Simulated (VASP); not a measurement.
Wanted: the native input for a VASP 6.6.1 run.

| Property | Result |
| --- | --- |
| Task | single point |
| Functional | PBE |
| Potentials or basis | VASP PAW PBE potentials, release 64 (Al, Ge_d, Ir) |
| Cutoff | 520 eV |
| k mesh | 4 × 4 × 4 |
| Occupations | gaussian, width 0.1 eV |
| Spin | no spin polarisation |
| Dipole correction | no |
| Further INCAR settings | ALGO = Normal; EDIFF = 1e-06; NBANDS = 30 |

The structure of AlGeIr3 lies in POSCAR:

```
AlGeIr3
1.0
    3.9744362900      0.0000000000      0.0000000000
    0.0000000000      3.9744362900      0.0000000000
    0.0000000000      0.0000000000      3.9744362900
Al Ge Ir
1 1 3
Direct
    0.0000000000      0.0000000000      0.0000000000
    0.5000000000      0.5000000000      0.5000000000
    0.5000000000      0.5000000000      0.0000000000
    0.5000000000      0.0000000000      0.5000000000
    0.0000000000      0.5000000000      0.5000000000
```

The cell was built from a structure type or drawn by symmetry, and may not be a known phase.

These files were run (other wordings do the same):

INCAR

```
  PREC = Accurate
  ENCUT = 520
  EDIFF = 1E-6
  ISMEAR = 0
  SIGMA = 0.1
  LREAL = False
  LASPH = True
  NELM = 60
  ALGO = Normal
  ISIF = 2
  LWAVE = False
  LCHARG = False
  GGA = PE
  NBANDS = 30
```

KPOINTS

```
Automatic mesh
0
Gamma
  4 4 4
```

Potentials or basis: VASP PAW PBE potentials, release 64 (Al, Ge_d, Ir).

The run is started by

```sh
$ cat potpaw_PBE.64/Al/POTCAR potpaw_PBE.64/Ge_d/POTCAR potpaw_PBE.64/Ir/POTCAR > POTCAR
$ mpirun -np 1 vasp_std > vasp.out
```

It gave:

The pressure is 148.7 GPa and the band gap on the k mesh is zero (bands 22 and 23 overlap by 0.18 eV).

Caveat: the k points lie up to 0.40 Å⁻¹ apart; spin-orbit coupling is left out, which moves the levels of the heavy elements.

Wall time 40 s on 1 thread of Intel Xeon 8259CL (shared host), peak memory 0.18 GiB.
